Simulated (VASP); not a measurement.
Runs of VASP 6.6.1 on AlN. The structure is that of space group Pmn2_1 (No. 31), or close to it. The cells are those of the table. 

```csv
cell,gap on the mesh (eV),pressure (GPa),largest force (eV/Å)
"a = 4.370, b = 3.090, c = 9.770 Å, 12 atoms",3.57,-6.1,1.60
"a = 4.370, b = 3.090, c = 13.770 Å, 12 atoms",(a),-4.4,3.30
"a = 4.370, b = 3.090, c = 8.970 Å, 12 atoms",3.78,(b),5.26
"a = 4.370, b = 3.090, c = 10.020 Å, 12 atoms",3.42,-6.7,1.63
"a = 4.370, b = 3.090, c = 15.270 Å, 12 atoms",1.84,-4.0,3.32
```

Alike in all rows: task single point; level r2SCAN; potentials or basis VASP PAW PBE potentials, release 64 (Al, N); no spin polarisation; k mesh 5 × 7 × 3; cutoff (eV) 520; smearing gaussian 0.05 eV.

**Question.** Estimate the missing entries.

**Answer.** (a) 1.76; (b) 10.2.

Caveats: the PAW data sets were made with another functional, which shifts forces and pressure a little; the cell stands under tension (at least some runs); the cell stands under pressure (at least some runs).

A k mesh can miss the band edges.
